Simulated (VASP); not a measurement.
# Zn3Cu (Cmmm) in VASP: single point with PBEsol

Aim: the single point of Zn3Cu with PBEsol.

All numbers are computed with VASP 6.6.1; they aren't measurements. Logs are shortened: lines on timing, memory, paths and dates and some standing lists are left out, and cuts for length are marked.

**1. The cell of the first run**

It takes space group Cmmm (No. 65, orthorhombic). Conventional cell: a = 3.030 Å, b = 4.333 Å, c = 8.541 Å, α = 90.00°, β = 90.00°, γ = 90.00°. Zn (site symmetry mm2) has 4 Cu at 2.52 to 2.96 Å and 10 Zn at 2.64 to 3.13 Å within 3.3 Å. Within 3.5 Å of Zn (site symmetry mmm) lie 14 Zn at 2.64 to 3.13 Å. Within 3.3 Å of Cu (site symmetry mmm) lie 8 Zn at 2.52 to 2.96 Å and 6 Cu at 2.64 to 3.03 Å.

**2. Single point, PBEsol**

File INCAR:

```
PREC     = Accurate       # precision mode
ENCUT    = 520            # plane-wave cutoff, eV
EDIFF    = 1E-6           # SCF threshold, eV
ISMEAR   = -1             # smearing method
SIGMA    = 0.1            # smearing width, eV
LREAL    = F              # projectors in reciprocal space
LASPH    = T              # aspherical terms in the spheres
NELM     = 80             # most SCF steps
ALGO     = Normal         # electronic algorithm
ISIF     = 2              # what is computed and relaxed
LWAVE    = F              # write WAVECAR
LCHARG   = F              # write CHGCAR
GGA      = PS             # functional
NBANDS   = 32             # bands
```

File KPOINTS:

```
regular mesh
0
Gamma
  9 9 3
```

File POSCAR:

```
Zn3Cu
1.0
    1.5150100000     -2.1665900000      0.0000000000
    1.5150100000      2.1665900000      0.0000000000
    0.0000000000      0.0000000000      8.5410400000
Zn Cu
3 1
Direct
    0.5000000000      0.5000000000      0.7636800000
    0.0000000000      0.0000000000      0.5000000000
    0.5000000000      0.5000000000      0.2363200000
    0.0000000000      0.0000000000      0.0000000000
```

Potentials or basis: VASP PAW PBE potentials, release 64 (Zn, Cu).

The run is started by

```bash
cat potpaw_PBE.64/Zn/POTCAR potpaw_PBE.64/Cu/POTCAR > POTCAR
mpirun -np 1 vasp_std > vasp.out
```

OUTCAR:

```text
PREC = Accurate
   ENCUT = 520
   EDIFF = 1E-6
   ISMEAR = -1
   LREAL = F
   LASPH = T
   NELM = 80
   ISIF = 2
   GGA = PS

 ion  position               nearest neighbor table
   1  0.500  0.500  0.764-   4 2.52   4 2.52   2 2.71   2 2.71
   2  0.000  0.000  0.500-   1 2.71   3 2.71   1 2.71   3 2.71
   3  0.500  0.500  0.236-   4 2.52   4 2.52   2 2.71   2 2.71
   4  0.000  0.000  0.000-   1 2.52   3 2.52   1 2.52   3 2.52

  LATTYP: Found a base centered orthorhombic cell.
 ALAT       =     3.0300200000
 B/A-ratio  =     1.4300829697
 C/A-ratio  =     2.8188064765

  Lattice vectors:

 A1 = (   1.5150100000,  -2.1665900000,   0.0000000000)
 A2 = (   1.5150100000,   2.1665900000,   0.0000000000)
 A3 = (   0.0000000000,   0.0000000000,   8.5410400000)

Analysis of symmetry for initial positions (statically):
=====================================================================
 Subroutine PRICEL returns:
 Original cell was already a primitive cell.

 Routine SETGRP: Setting up the symmetry group for a
 base centered orthorhombic supercell.

 Subroutine GETGRP returns: Found  8 space group operations
 (whereof  8 operations were pure point group operations)
 out of a pool of  8 trial point group operations.

The static configuration has the point symmetry D_2h.

Analysis of symmetry for dynamics (positions and initial velocities):
=====================================================================
 Subroutine PRICEL returns:
 Original cell was already a primitive cell.

 Routine SETGRP: Setting up the symmetry group for a
 base centered orthorhombic supercell.

 Subroutine GETGRP returns: Found  8 space group operations
 (whereof  8 operations were pure point group operations)
 out of a pool of  8 trial point group operations.

The dynamic configuration has the point symmetry D_2h.

 Subroutine INISYM returns: Found  8 space group operations
 (whereof  8 operations are pure point group operations),
 and found     1 'primitive' translations

----------------------------------------------------------------------------------------

                                     Primitive cell

  volume of cell :      56.0703

  direct lattice vectors                    reciprocal lattice vectors
     1.515010000 -2.166590000  0.000000000     0.330030825 -0.230777397  0.000000000
     1.515010000  2.166590000  0.000000000     0.330030825  0.230777397  0.000000000
     0.000000000  0.000000000  8.541040000     0.000000000  0.000000000  0.117081761

  length of vectors
     2.643741199  2.643741199  8.541040000     0.402713983  0.402713983  0.117081761

  position of ions in fractional coordinates (direct lattice)
     0.500000000  0.500000000  0.763680000
     0.000000000  0.000000000  0.500000000
     0.500000000  0.500000000  0.236320000
     0.000000000  0.000000000  0.000000000

  ion indices of the primitive-cell ions
   primitive index   ion index
                 1           1
                 2           2
                 3           3
                 4           4

----------------------------------------------------------------------------------------

 KPOINTS: regular mesh

Automatic generation of k-mesh.
 Grid dimensions read from file:
 generate k-points for:    9    9    3

 Generating k-lattice:

  Cartesian coordinates                     Fractional coordinates (reciprocal lattice)
     0.036670092 -0.025641933  0.000000000     0.111111111 -0.000000000  0.000000000
     0.036670092  0.025641933  0.000000000    -0.000000000  0.111111111  0.000000000
     0.000000000  0.000000000  0.039027254     0.000000000  0.000000000  0.333333333

  Length of vectors
     0.044745998  0.044745998  0.039027254

  Shift w.r.t. Gamma in fractional coordinates (k-lattice)
     0.000000000  0.000000000  0.000000000

 Subroutine IBZKPT returns following result:
 ===========================================

 Found     50 irreducible k-points:

 Following reciprocal coordinates:
            Coordinates               Weight
  0.000000  0.000000  0.000000      1.000000
  0.111111  0.000000  0.000000      4.000000
  0.222222  0.000000  0.000000      4.000000
  0.333333  0.000000  0.000000      4.000000
  0.444444  0.000000  0.000000      4.000000
  0.111111  0.111111  0.000000      2.000000
[... 16 lines left out ...]
 -0.333333  0.333333  0.000000      2.000000
  0.444444  0.444444  0.000000      2.000000
 [... further k-points ...]
   k-points           NKPTS =     50   k-points in BZ     NKDIM =     50   number of bands    NBANDS=     32
   number of dos      NEDOS =    301   number of ions     NIONS =      4
   total plane-waves  NPLWV =  25600
   dimension x,y,z NGX =    20 NGY =   20 NGZ =   64
   dimension x,y,z NGXF=    40 NGYF=   40 NGZF=  128
   ions per type =               3   1
   NGX,Y,Z   is equivalent  to a cutoff of  12.58, 12.58, 12.46 a.u.
   NGXF,Y,Z  is equivalent  to a cutoff of  25.15, 25.15, 24.91 a.u.
 SYSTEM =  unknown system
   PREC   = accura    normal or accurate (medium, high low for compatibility)
   ISTART =      0    job   : 0-new  1-cont  2-samecut
   ICHARG =      2    charge: 1-file 2-atom 10-const
   ISPIN  =      1    spin polarized calculation?
   LNONCOLLINEAR =      F non collinear calculations
   LSORBIT =      F    spin-orbit coupling
   LASPH  =      T    aspherical Exc in radial PAW
   ENCUT  =  520.0 eV  38.22 Ry    6.18 a.u.   4.92  4.92 15.88*2*pi/ulx,y,z
   NELM   =     80;   NELMIN=  2; NELMDL= -5     # of ELM steps
   EDIFF  = 0.1E-05   stopping-criterion for ELM
   LREAL  =      F    real-space projection
   EDIFFG = 0.1E-04   stopping-criterion for IOM
   NSW    =      0    number of steps for IOM
   IBRION =     -1    ionic relax: 0-MD 1-quasi-New 2-CG
   NFREE  =      0    steps in history (QN), initial steepest desc. (CG)
   ISIF   =      2    stress and relaxation
   ISYM   =      2    0-nonsym 1-usesym 2-fastsym
   POTIM  = 0.5000    time-step for ionic-motion
   TEBEG  =    0.0;   TEEND  =   0.0 temperature during run
   PSTRESS=    0.0 pullay stress
   NELECT =      47.0000    total number of electrons
   NUPDOWN=      -1.0000    fix difference up-down
   EMIN   =  10.00;   EMAX   =-10.00  energy-range for DOS
   EFERMI =   0.00;   METHOD = LEGACY
   ISMEAR =    -1;   SIGMA  =   0.10  broadening in eV -4-tet -1-fermi 0-gaus
   EFERMI_NEDOS =   21; number of points for ismear=-14 and -15
   IALGO  =     38    algorithm
   IMIX   =      4    mixing-type and parameters
     AMIX     =   0.40;   BMIX     =  1.00
     AMIX_MAG =   1.60;   BMIX_MAG =  1.00
  volume/ion in A,a.u.               =      14.02        94.60
  Fermi-wavevector in a.u.,A,eV,Ry     =   1.543582  2.916948 32.417871  2.382646
  Thomas-Fermi vector in A             =   2.649225
   LORBIT       =      0    0 simple, 1 ext, 2 COOP (PROOUT), +10 PAW based schemes
   GGA     = PS    functional components
   LHFCALC =     F    Hartree Fock is set to
   AEXX    =    0.0000 exact exchange contribution
   IVDW    =     0    specifies the selected vdW correction
   LEPSILON=     F    determine dielectric tensor
   LRPA    =     F    only Hartree local field effects (RPA)
 non-spin polarized calculation
  energy-cutoff  :      520.00
  volume of cell :       56.07
 maximum number of plane-waves:      1529
   NGX =  9   NGY =  9   NGZ = 31

 number of electron      47.0000061 magnetization

 Free energy of the ion-electron system (eV)
  ---------------------------------------------------
  ext. energy  EPLUGINS =         0.00000000
  ---------------------------------------------------
  free energy    TOTEN  =        -9.03381328 eV

  energy without entropy =       -9.01130390  energy(sigma->0) =       -9.02255859

 E-fermi :   4.2474     XC(G=0): -12.0982

 val. band max:        4.2034891619   @ k =   0.2222   0.2222   0.3333
 cond. band min:       4.2604577141   @ k =  -0.2222   0.2222   0.0000
 fundamental gap:      0.0569685523
 Fermi energy:         4.2473598918

 k-point     1 :       0.0000    0.0000    0.0000
  band No.  band energies     occupation
      1      -6.4131      2.00000
      2      -4.8257      2.00000
      3      -4.6098      2.00000
      4      -4.0366      2.00000
      5      -3.8877      2.00000
      6      -3.8405      2.00000
[... 24 lines left out ...]
     31      20.0041      0.00000
     32      20.1368      0.00000

 k-point     2 :       0.1111    0.0000    0.0000
  band No.  band energies     occupation
      1      -6.1018      2.00000
      2      -4.5872      2.00000
      3      -4.4477      2.00000
      4      -4.0087      2.00000
      5      -3.8466      2.00000
      6      -3.8112      2.00000
[... 24 lines left out ...]
     31      17.0782      0.00000
     32      19.1115      0.00000

 k-point     3 :       0.2222    0.0000    0.0000
  band No.  band energies     occupation
      1      -5.2301      2.00000
      2      -4.2152      2.00000
      3      -4.2128      2.00000
      4      -3.9132      2.00000
      5      -3.8402      2.00000
      6      -3.8155      2.00000
[... 24 lines left out ...]
     31      16.4733      0.00000
     32      18.0260      0.00000

 k-point     4 :       0.3333    0.0000    0.0000
  band No.  band energies     occupation
      1      -4.4013      2.00000
      2      -4.2290      2.00000
      3      -4.1560      2.00000
      4      -3.9980      2.00000
      5      -3.9366      2.00000
      6      -3.6897      2.00000
[... 24 lines left out ...]
     31      16.1162      0.00000
     32      16.1718      0.00000

 k-point     5 :       0.4444    0.0000    0.0000
  band No.  band energies     occupation
      1      -4.3652      2.00000
      2      -4.3036      2.00000
      3      -4.1194      2.00000
      4      -4.0693      2.00000
      5      -4.0013      2.00000
      6      -3.7945      2.00000
[... 584 lines left out ...]
     31      10.0360      0.00000
     32      13.2043      0.00000

 k-point    22 :      -0.4444    0.3333    0.0000
  band No.  band energies     occupation
      1      -4.2326      2.00000
      2      -4.1408      2.00000
      3      -4.1289      2.00000
      4      -3.9427      2.00000
      5      -3.8530      2.00000
      6      -3.8242      2.00000
[... 24 lines left out ...]
     31      10.6449      0.00000
     32      15.9745      0.00000

 k-point    23 :      -0.3333    0.3333    0.0000
  band No.  band energies     occupation
      1      -4.2948      2.00000
      2      -4.1150      2.00000
      3      -4.0737      2.00000
      4      -3.9019      2.00000
      5      -3.7852      2.00000
      6      -3.7851      2.00000
[... 24 lines left out ...]
     31      13.3935      0.00000
     32      14.2062      0.00000

 k-point    24 :       0.4444    0.4444    0.0000
  band No.  band energies     occupation
      1      -4.2896      2.00000
      2      -4.2182      2.00000
      3      -4.1859      2.00000
      4      -4.0329      2.00000
      5      -3.8801      2.00000
      6      -3.8063      2.00000
[... 24 lines left out ...]
     31      10.1493      0.00000
     32      13.7073      0.00000

 [... further k-points ...]

------------------------ aborting loop because EDIFF is reached ----------------------------------------

  FORCE on cell =-STRESS in cart. coord.  units (eV):
  Direction    XX          YY          ZZ          XY          YZ          ZX
  --------------------------------------------------------------------------------------
  -------------------------------------------------------------------------------------
  Total       -2.0364825     -2.0369786     -1.6791008     -0.0000000      0.0000000      0.0000000
  in kB      -58.1913288    -58.2055051    -47.9793517     -0.0000000      0.0000000      0.0000000
  external PRESSURE =     -54.7920619 kB  Pullay stress =       0.0000000 kB

 VOLUME and BASIS-vectors are now :
 -----------------------------------------------------------------------------
  energy-cutoff  :      520.00
  volume of cell :       56.07
      direct lattice vectors                 reciprocal lattice vectors
     1.515010000 -2.166590000  0.000000000     0.330030825 -0.230777397  0.000000000
     1.515010000  2.166590000  0.000000000     0.330030825  0.230777397  0.000000000
     0.000000000  0.000000000  8.541040000     0.000000000  0.000000000  0.117081761

 POSITION                                       TOTAL-FORCE (eV/Angst)
 -----------------------------------------------------------------------------------
      1.51501      0.00000      6.52262         0.000000     -0.000000      0.057730
      0.00000      0.00000      4.27052        -0.000000      0.000000      0.000000
      1.51501      0.00000      2.01842        -0.000000     -0.000000     -0.057730
      0.00000      0.00000      0.00000        -0.000000     -0.000000      0.000000
 -----------------------------------------------------------------------------------
    total drift:                               -0.000000      0.000000      0.000000

  FREE ENERGIE OF THE ION-ELECTRON SYSTEM (eV)
  ---------------------------------------------------
  free  energy   TOTEN  =        -9.0338132795 eV

  energy  without entropy=       -9.0113039042  energy(sigma->0) =       -9.02255859
```

It took 2.1 min on 1 thread of AMD EPYC 7R13, shared host; peak memory 0.19 GiB.

What came out:

* Free energy: -9.0338 eV
* Pressure: -5.5 GPa
* Largest force: 0.058 eV/Å

Forces in eV/Å, atoms in the order of the input:
```
Zn   0.000  0.000  0.058
Zn   0.000  0.000  0.000
Zn   0.000  0.000 -0.058
Cu   0.000  0.000  0.000
```

Caveat: the PAW data sets were made with another functional, which shifts forces and pressure a little.
